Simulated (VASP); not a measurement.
# Pt (Fd-3m) in VASP: single point with PBE

Aim: the single point of Pt with PBE.

Program: VASP 6.6.1. These are calculated values, not measurements. Logs are shortened: lines on timing, memory, paths and dates and some standing lists are left out, and cuts for length are marked.

### 1 The cell of the first run

The structure is cubic, space group Fd-3m (No. 227). Conventional cell: a = 5.779 Å, b = 5.779 Å, c = 5.779 Å, α = 90.00°, β = 90.00°, γ = 90.00°. Pt (site symmetry -43m) has 4 Pt at 2.50 Å within 3.3 Å.

### 2 Single point, PBE

INCAR reads:

```
  PREC = Accurate
  ENCUT = 520
  EDIFF = 1E-7
  ISMEAR = -1
  SIGMA = 0.06122561905347299
  LREAL = False
  LASPH = True
  NELM = 100
  ALGO = Normal
  ISIF = 2
  LWAVE = False
  LCHARG = True
  GGA = PE
  LELF = True
  LVHAR = True
  NBANDS = 17
```

KPOINTS reads:

```
Automatic mesh
0
Gamma
  33 33 33
```

POSCAR reads:

```
Pt
1.0
    0.0000000000      2.8896068717      2.8896068717
    2.8896068717      0.0000000000      2.8896068717
    2.8896068717      2.8896068717      0.0000000000
Pt
2
Direct
    0.0000000000      0.0000000000      0.0000000000
    0.2500000000      0.2500000000      0.2500000000
```

Potentials or basis: VASP PAW PBE potentials, release 64 (Pt).

Run with:

```
cat potpaw_PBE.64/Pt/POTCAR > POTCAR
mpirun -np 1 vasp_std > vasp.out
```

OUTCAR:

```text
PREC = Accurate
   ENCUT = 520
   EDIFF = 1E-7
   ISMEAR = -1
   LREAL = False
   LASPH = True
   NELM = 100
   ISIF = 2
   GGA = PE

 ion  position               nearest neighbor table
   1  0.000  0.000  0.000-   2 2.50   2 2.50   2 2.50   2 2.50
   2  0.250  0.250  0.250-   1 2.50   1 2.50   1 2.50   1 2.50

  LATTYP: Found a face centered cubic cell.
 ALAT       =     5.7792137434

  Lattice vectors:

 A1 = (   0.0000000000,   2.8896068717,   2.8896068717)
 A2 = (   2.8896068717,   0.0000000000,   2.8896068717)
 A3 = (   2.8896068717,   2.8896068717,   0.0000000000)

Analysis of symmetry for initial positions (statically):
=====================================================================
 Subroutine PRICEL returns:
 Original cell was already a primitive cell.

 Routine SETGRP: Setting up the symmetry group for a
 face centered cubic supercell.

 Subroutine GETGRP returns: Found 48 space group operations
 (whereof 24 operations were pure point group operations)
 out of a pool of 48 trial point group operations.

The static configuration has the point symmetry T_d .
 The point group associated with its full space group is O_h .

Analysis of symmetry for dynamics (positions and initial velocities):
=====================================================================
 Subroutine PRICEL returns:
 Original cell was already a primitive cell.

 Routine SETGRP: Setting up the symmetry group for a
 face centered cubic supercell.

 Subroutine GETGRP returns: Found 48 space group operations
 (whereof 24 operations were pure point group operations)
 out of a pool of 48 trial point group operations.

The dynamic configuration has the point symmetry T_d .
 The point group associated with its full space group is O_h .

 Subroutine INISYM returns: Found 48 space group operations
 (whereof 24 operations are pure point group operations),
 and found     1 'primitive' translations

----------------------------------------------------------------------------------------

                                     Primitive cell

  volume of cell :      48.2554

  direct lattice vectors                    reciprocal lattice vectors
     0.000000000  2.889606872  2.889606872    -0.173033919  0.173033919  0.173033919
     2.889606872  0.000000000  2.889606872     0.173033919 -0.173033919  0.173033919
     2.889606872  2.889606872  0.000000000     0.173033919  0.173033919 -0.173033919

  length of vectors
     4.086521228  4.086521228  4.086521228     0.299703538  0.299703538  0.299703538

  position of ions in fractional coordinates (direct lattice)
     0.000000000  0.000000000  0.000000000
     0.250000000  0.250000000  0.250000000

  ion indices of the primitive-cell ions
   primitive index   ion index
                 1           1
                 2           2

----------------------------------------------------------------------------------------

 KPOINTS: Automatic mesh

Automatic generation of k-mesh.
 Grid dimensions read from file:
 generate k-points for:   33   33   33

 Generating k-lattice:

  Cartesian coordinates                     Fractional coordinates (reciprocal lattice)
    -0.005243452  0.005243452  0.005243452     0.030303030  0.000000000  0.000000000
     0.005243452 -0.005243452  0.005243452     0.000000000  0.030303030  0.000000000
     0.005243452  0.005243452 -0.005243452     0.000000000  0.000000000  0.030303030

  Length of vectors
     0.009081925  0.009081925  0.009081925

  Shift w.r.t. Gamma in fractional coordinates (k-lattice)
     0.000000000  0.000000000  0.000000000

 Subroutine IBZKPT returns following result:
 ===========================================

 Found    969 irreducible k-points:

 Following reciprocal coordinates:
            Coordinates               Weight
  0.000000  0.000000  0.000000      1.000000
  0.030303  0.000000  0.000000      8.000000
  0.060606  0.000000  0.000000      8.000000
  0.090909  0.000000  0.000000      8.000000
  0.121212  0.000000  0.000000      8.000000
  0.151515  0.000000  0.000000      8.000000
[... 16 lines left out ...]
  0.181818  0.030303  0.000000     24.000000
  0.212121  0.030303  0.000000     24.000000
 [... further k-points ...]
   k-points           NKPTS =    969   k-points in BZ     NKDIM =    969   number of bands    NBANDS=     17
   number of dos      NEDOS =    301   number of ions     NIONS =      2
   total plane-waves  NPLWV =  27000
   dimension x,y,z NGX =    30 NGY =   30 NGZ =   30
   dimension x,y,z NGXF=    60 NGYF=   60 NGZF=   60
   ions per type =               2
   NGX,Y,Z   is equivalent  to a cutoff of  12.20, 12.20, 12.20 a.u.
   NGXF,Y,Z  is equivalent  to a cutoff of  24.41, 24.41, 24.41 a.u.
 SYSTEM =  unknown system
   PREC   = accura    normal or accurate (medium, high low for compatibility)
   ISTART =      0    job   : 0-new  1-cont  2-samecut
   ICHARG =      2    charge: 1-file 2-atom 10-const
   ISPIN  =      1    spin polarized calculation?
   LNONCOLLINEAR =      F non collinear calculations
   LSORBIT =      F    spin-orbit coupling
   LASPH  =      T    aspherical Exc in radial PAW
   ENCUT  =  520.0 eV  38.22 Ry    6.18 a.u.   7.60  7.60  7.60*2*pi/ulx,y,z
   NELM   =    100;   NELMIN=  2; NELMDL= -5     # of ELM steps
   EDIFF  = 0.1E-06   stopping-criterion for ELM
   LREAL  =      F    real-space projection
   EDIFFG = 0.1E-05   stopping-criterion for IOM
   NSW    =      0    number of steps for IOM
   IBRION =     -1    ionic relax: 0-MD 1-quasi-New 2-CG
   NFREE  =      0    steps in history (QN), initial steepest desc. (CG)
   ISIF   =      2    stress and relaxation
   ISYM   =      2    0-nonsym 1-usesym 2-fastsym
   POTIM  = 0.5000    time-step for ionic-motion
   TEBEG  =    0.0;   TEEND  =   0.0 temperature during run
   PSTRESS=    0.0 pullay stress
   NELECT =      20.0000    total number of electrons
   NUPDOWN=      -1.0000    fix difference up-down
   EMIN   =  10.00;   EMAX   =-10.00  energy-range for DOS
   EFERMI =   0.00;   METHOD = LEGACY
   ISMEAR =    -1;   SIGMA  =   0.06  broadening in eV -4-tet -1-fermi 0-gaus
   EFERMI_NEDOS =   21; number of points for ismear=-14 and -15
   IALGO  =     38    algorithm
   IMIX   =      4    mixing-type and parameters
     AMIX     =   0.40;   BMIX     =  1.00
     AMIX_MAG =   1.60;   BMIX_MAG =  1.00
  volume/ion in A,a.u.               =      24.13       162.82
  Fermi-wavevector in a.u.,A,eV,Ry     =   1.220589  2.306578 20.270465  1.489837
  Thomas-Fermi vector in A             =   2.355801
   LORBIT       =      0    0 simple, 1 ext, 2 COOP (PROOUT), +10 PAW based schemes
   GGA     = PE    functional components
   LHFCALC =     F    Hartree Fock is set to
   AEXX    =    0.0000 exact exchange contribution
   IVDW    =     0    specifies the selected vdW correction
   LEPSILON=     F    determine dielectric tensor
   LRPA    =     F    only Hartree local field effects (RPA)
 non-spin polarized calculation
  energy-cutoff  :      520.00
  volume of cell :       48.26
 maximum number of plane-waves:      1319
   NGX = 15   NGY = 15   NGZ = 15

 number of electron      19.9999998 magnetization

 Free energy of the ion-electron system (eV)
  ---------------------------------------------------
  ext. energy  EPLUGINS =         0.00000000
  ---------------------------------------------------
  free energy    TOTEN  =       -10.08963866 eV

  energy without entropy =      -10.02244894  energy(sigma->0) =      -10.05604380

 E-fermi :   5.0041     XC(G=0): -10.4179

 val. band max:        5.0037323582   @ k =  -0.3939   0.3333   0.1212
 cond. band min:       5.0043053149   @ k =  -0.3333   0.3333   0.0000
 fundamental gap:      0.0005729566
 Fermi energy:         5.0040544611

 k-point     1 :       0.0000    0.0000    0.0000
  band No.  band energies     occupation
      1      -1.9469      2.00000
      2       0.5966      2.00000
      3       0.5966      2.00000
      4       0.7448      2.00000
      5       0.7448      2.00000
      6       0.7448      2.00000
[... 9 lines left out ...]
     16      16.5134      0.00000
     17      17.4379      0.00000

 k-point     2 :       0.0303    0.0000    0.0000
  band No.  band energies     occupation
      1      -1.9333      2.00000
      2       0.5729      2.00000
      3       0.5729      2.00000
      4       0.7435      2.00000
      5       0.7733      2.00000
      6       0.7733      2.00000
[... 9 lines left out ...]
     16      16.3892      0.00000
     17      17.5590      0.00000

 k-point     3 :       0.0606    0.0000    0.0000
  band No.  band energies     occupation
      1      -1.8927      2.00000
      2       0.5278      2.00000
      3       0.5278      2.00000
      4       0.7396      2.00000
      5       0.8322      2.00000
      6       0.8322      2.00000
[... 9 lines left out ...]
     16      16.2861      0.00000
     17      17.8220      0.00000

 k-point     4 :       0.0909    0.0000    0.0000
  band No.  band energies     occupation
      1      -1.8258      2.00000
      2       0.4825      2.00000
      3       0.4825      2.00000
      4       0.7333      2.00000
      5       0.8992      2.00000
      6       0.8992      2.00000
[... 9 lines left out ...]
     16      16.4360      0.00000
     17      17.9879      0.00000

 k-point     5 :       0.1212    0.0000    0.0000
  band No.  band energies     occupation
      1      -1.7338      2.00000
      2       0.4431      2.00000
      3       0.4431      2.00000
      4       0.7250      2.00000
      5       0.9661      2.00000
      6       0.9661      2.00000
[... 9 lines left out ...]
     16      16.6628      0.00000
     17      17.8497      0.00000

 k-point     6 :       0.1515    0.0000    0.0000
  band No.  band energies     occupation
      1      -1.6187      2.00000
      2       0.4119      2.00000
      3       0.4119      2.00000
      4       0.7151      2.00000
      5       1.0281      2.00000
      6       1.0281      2.00000
[... 9 lines left out ...]
     16      16.9134      0.00000
     17      17.7435      0.00000

 k-point     7 :       0.1818    0.0000    0.0000
  band No.  band energies     occupation
      1      -1.4829      2.00000
      2       0.3899      2.00000
      3       0.3899      2.00000
      4       0.7040      2.00000
      5       1.0809      2.00000
      6       1.0809      2.00000
[... 9 lines left out ...]
     16      17.0871      0.00000
     17      17.7699      0.00000

 k-point     8 :       0.2121    0.0000    0.0000
  band No.  band energies     occupation
      1      -1.3301      2.00000
      2       0.3776      2.00000
      3       0.3776      2.00000
      4       0.6923      2.00000
      5       1.1210      2.00000
      6       1.1210      2.00000
[... 9 lines left out ...]
     16      17.0786      0.00000
     17      18.0374      0.00000
[... 203 lines left out ...]
      1      -1.8971      2.00000
      2       0.4891      2.00000
      3       0.5881      2.00000
      4       0.7419      2.00000
      5       0.7734      2.00000
      6       0.8648      2.00000
[... 9 lines left out ...]
     16      16.6173      0.00000
     17      17.6091      0.00000

 k-point    20 :       0.0909    0.0303    0.0000
  band No.  band energies     occupation
      1      -1.8389      2.00000
      2       0.4411      2.00000
      3       0.5490      2.00000
      4       0.7366      2.00000
      5       0.8328      2.00000
      6       0.9309      2.00000
[... 9 lines left out ...]
     16      16.4266      0.00000
     17      17.7516      0.00000

 k-point    21 :       0.1212    0.0303    0.0000
  band No.  band energies     occupation
      1      -1.7552      2.00000
      2       0.3985      2.00000
      3       0.5104      2.00000
      4       0.7287      2.00000
      5       0.8977      2.00000
      6       0.9990      2.00000
[... 9 lines left out ...]
     16      16.4678      0.00000
     17      17.7343      0.00000

 k-point    22 :       0.1515    0.0303    0.0000
  band No.  band energies     occupation
      1      -1.6476      2.00000
      2       0.3637      2.00000
      3       0.4784      2.00000
      4       0.7189      2.00000
      5       0.9597      2.00000
      6       1.0643      2.00000
[... 9 lines left out ...]
     16      16.7220      0.00000
     17      17.6528      0.00000

 k-point    23 :       0.1818    0.0303    0.0000
  band No.  band energies     occupation
      1      -1.5185      2.00000
      2       0.3377      2.00000
      3       0.4548      2.00000
      4       0.7077      2.00000
      5       1.0138      2.00000
      6       1.1226      2.00000
[... 9 lines left out ...]
     16      16.9740      0.00000
     17      17.6208      0.00000

 k-point    24 :       0.2121    0.0303    0.0000
  band No.  band energies     occupation
      1      -1.3711      2.00000
      2       0.3214      2.00000
      3       0.4405      2.00000
      4       0.6954      2.00000
      5       1.0562      2.00000
      6       1.1698      2.00000
[... 9 lines left out ...]
     16      17.0814      0.00000
     17      17.7790      0.00000

 [... further k-points ...]

------------------------ aborting loop because EDIFF is reached ----------------------------------------

  FORCE on cell =-STRESS in cart. coord.  units (eV):
  Direction    XX          YY          ZZ          XY          YZ          ZX
  --------------------------------------------------------------------------------------
  -------------------------------------------------------------------------------------
  Total       -0.1646458     -0.1646458     -0.1646458     -0.0000000     -0.0000000      0.0000000
  in kB       -5.4665707     -5.4665707     -5.4665707     -0.0000000     -0.0000000      0.0000000
  external PRESSURE =      -5.4665707 kB  Pullay stress =       0.0000000 kB

 VOLUME and BASIS-vectors are now :
 -----------------------------------------------------------------------------
  energy-cutoff  :      520.00
  volume of cell :       48.26
      direct lattice vectors                 reciprocal lattice vectors
     0.000000000  2.889606872  2.889606872    -0.173033919  0.173033919  0.173033919
     2.889606872  0.000000000  2.889606872     0.173033919 -0.173033919  0.173033919
     2.889606872  2.889606872  0.000000000     0.173033919  0.173033919 -0.173033919

 POSITION                                       TOTAL-FORCE (eV/Angst)
 -----------------------------------------------------------------------------------
      0.00000      0.00000      0.00000        -0.000000      0.000000     -0.000000
      1.44480      1.44480      1.44480         0.000000     -0.000000      0.000000
 -----------------------------------------------------------------------------------
    total drift:                                0.000000     -0.000000      0.000000

  FREE ENERGIE OF THE ION-ELECTRON SYSTEM (eV)
  ---------------------------------------------------
  free  energy   TOTEN  =       -10.0896386559 eV

  energy  without entropy=      -10.0224489446  energy(sigma->0) =      -10.05604380
```

Run time: 4.9 min. Hardware: 1 thread of Intel Xeon Platinum 8559C (Emerald Rapids), shared host; peak memory 0.7 GiB.

Results:

```
Free energy            : -10.0896 eV
Pressure               : -0.5 GPa
Band gap on the k mesh : zero (band 10 reaches 5.21 eV, above the bottom of band 11 at 4.60 eV)
```

Caveat: spin-orbit coupling is left out, which moves the levels of the heavy elements.
